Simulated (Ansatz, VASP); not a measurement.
Na3Cd: VASP beside Ansatz

File INCAR:

```
PREC = Accurate
ENCUT = 500
EDIFF = 1E-6
ISMEAR = -1
SIGMA = 0.1
LREAL = F
LASPH = T
NELM = 200
ALGO = Normal
ISIF = 2
LWAVE = F
LCHARG = T
LNONCOLLINEAR = T
MAGMOM = 0 0 0 0 0 0 0 0 0 0 0 0
LORBIT = 11
LSORBIT = T
GGA_COMPAT = F
LORBMOM = T
GGA = CA
LVHAR = T
NBANDS = 47
```

File KPOINTS:

```
regular mesh
0
Gamma
  5 5 5
```

The input POSCAR:

```
Na3Cd
1.0
    0.0000000000      3.8762400000      3.8762400000
    3.8762400000      0.0000000000      3.8762400000
    3.8762400000      3.8762400000      0.0000000000
Na Cd
3 1
Direct
    0.2500000000      0.2500000000      0.2500000000
    0.7500000000      0.7500000000      0.7500000000
    0.5000000000      0.5000000000      0.5000000000
    0.0000000000      0.0000000000      0.0000000000
```

Input for Ansatz:

```yaml
crystal:
  lattice:
    - [0.0, 3.87624, 3.87624]
    - [3.87624, 0.0, 3.87624]
    - [3.87624, 3.87624, 0.0]
  atoms:
    - { symbol: Na, position: [0.25, 0.25, 0.25] }
    - { symbol: Na, position: [0.75, 0.75, 0.75] }
    - { symbol: Na, position: [0.5, 0.5, 0.5] }
    - { symbol: Cd, position: [0.0, 0.0, 0.0] }
basis:
  ecutwfc: 450.0
kpoints:
  mp_grid:
    grid: [5, 5, 5]
hamiltonian:
  xc: lda
magnetization:
  noncollinear: true
  spin_orbit: true
scf:
  occupations:
    method: fermi_dirac
output:
  eigenvalues: true
```

Alike in both runs: task single point; functional LDA; k mesh 5 × 5 × 5; non-collinear spin, spin-orbit coupling.

```csv
,VASP,Ansatz
version,VASP 6.6.1,Ansatz 0.2.0
potentials or method,"VASP PAW LDA potentials, release 64 (Na_pv, Cd), cutoff 500 eV","plane waves, PAW"
occupations,"fermi-dirac, width 0.1 eV",fermi-dirac
valence electrons in the cell,33,47
```

```tsv
	VASP	Ansatz	Ansatz less VASP
net moment per atom (μB)	0.00	0.00	0.000
```

LDA's correlation is that of Perdew and Zunger in VASP and of Perdew and Wang (1992) in Ansatz. VASP's potentials hold 33 valence electrons a cell and Ansatz's 47, so a difference there can come from the potentials and not from the codes.
